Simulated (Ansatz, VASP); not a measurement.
KScS2 in VASP and in Ansatz

File INCAR:

```
PREC = Accurate ; ENCUT = 520
EDIFF = 1E-6 ; ISMEAR = -1
SIGMA = 0.02 ; LREAL = F
LASPH = T ; NELM = 100
ALGO = Normal ; ISIF = 2
LWAVE = F ; LCHARG = F
GGA = PE ; NBANDS = 24
```

The input KPOINTS:

```
regular mesh
0
Gamma
  6 6 4
```

Contents of POSCAR:

```
KScS2
1.0
    4.0103765230      0.0000000000      0.0000000000
    0.0000000000      4.0103765230      0.0000000000
    0.0000000000      0.0000000000      5.4267255483
K S Sc
1 2 1
Direct
    0.0000000000      0.0000000000      0.0000000000
    0.0000000000      0.0000000000      0.5000000000
    0.5000000000      0.5000000000      0.0000000000
    0.5000000000      0.5000000000      0.5000000000
```

Input for Ansatz:

```yaml
crystal:
  lattice:
    - [4.010376523, 0.0, 0.0]
    - [0.0, 4.010376523, 0.0]
    - [0.0, 0.0, 5.4267255483]
  atoms:
    - { symbol: K, position: [0.0, 0.0, 0.0] }
    - { symbol: S, position: [0.0, 0.0, 0.5] }
    - { symbol: Sc, position: [0.5, 0.5, 0.5] }
    - { symbol: S, position: [0.5, 0.5, 0.0] }
kpoints:
  mp_grid: { grid: [6, 6, 4] }
hamiltonian:
  xc: pbe
scf:
  occupations: { method: fermi_dirac, width: 0.02 }
  n_extra_bands: 5
output:
  forces: true
  stress: true
  eigenvalues: true
```

Alike in both runs: task single point; functional PBE; k mesh 6 × 6 × 4; occupations fermi-dirac, width 0.02 eV; no spin polarisation.

|  | VASP | Ansatz |
| --- | --- | --- |
| version | VASP 6.6.1 | Ansatz 0.2.0 |
| potentials or method | VASP PAW PBE potentials, release 64 (K_sv, S, Sc_sv) | plane waves, PAW |
| plane-wave cutoff (eV) | 520 | 420 |
| valence electrons in the cell | 32 | 32 |

Ansatz gave:

* pressure (GPa): 1.9

**Question.** Estimate VASP's values.

**Answer.** Pressure (GPa): 2.1.

With one functional, cell and mesh, what is left measures potentials, basis and numerics.
